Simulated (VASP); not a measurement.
Set up this calculation in VASP 6.6.1, as the native input.

```
Task                   : single point
Functional             : PBE
Potentials or basis    : VASP PAW PBE potentials, release 64 (Si, Ni)
Cutoff                 : 520 eV
k mesh                 : 8 × 8 × 8
Occupations            : fermi-dirac, width 0.02 eV
Spin                   : no spin polarisation
Dipole correction      : no
Further INCAR settings : ALGO = Normal; EDIFF = 1e-06; NBANDS = 25
```

The structure of SiNi3 lies in POSCAR:

```
SiNi3
1.0
    3.4647829030      0.0000000000      0.0000000000
    0.0000000000      3.4647829030      0.0000000000
    0.0000000000      0.0000000000      3.4647829030
Si Ni
1 3
Direct
    0.0000000000      0.0000000000      0.0000000000
    0.0000000000      0.5000000000      0.5000000000
    0.5000000000      0.0000000000      0.5000000000
    0.5000000000      0.5000000000      0.0000000000
```

One way to write it, as run:

INCAR

```
ALGO = Normal ; EDIFF = 1E-6
ENCUT = 520 ; GGA = PE
ISIF = 2 ; ISMEAR = -1
LASPH = True ; LCHARG = False
LREAL = False ; LWAVE = False
NBANDS = 25 ; NELM = 80
PREC = Accurate ; SIGMA = 0.02
```

KPOINTS

```
k-points
0
Gamma
  8 8 8
```

Potentials or basis: VASP PAW PBE potentials, release 64 (Si, Ni).

The run is started by

```bash
$ cat potpaw_PBE.64/Si/POTCAR potpaw_PBE.64/Ni/POTCAR > POTCAR
$ mpirun -np 1 vasp_std > vasp.out
```

Results of the run:

```json
{"Pressure": "8.2 GPa", "Band gap on the k mesh": "zero (bands 17 and 18 overlap by 0.25 eV)"}
```

Caveat: the cell stands under pressure.

Wall time 62 s on 1 thread of Intel Xeon 8259CL, on a shared host, peak memory 0.17 GiB.
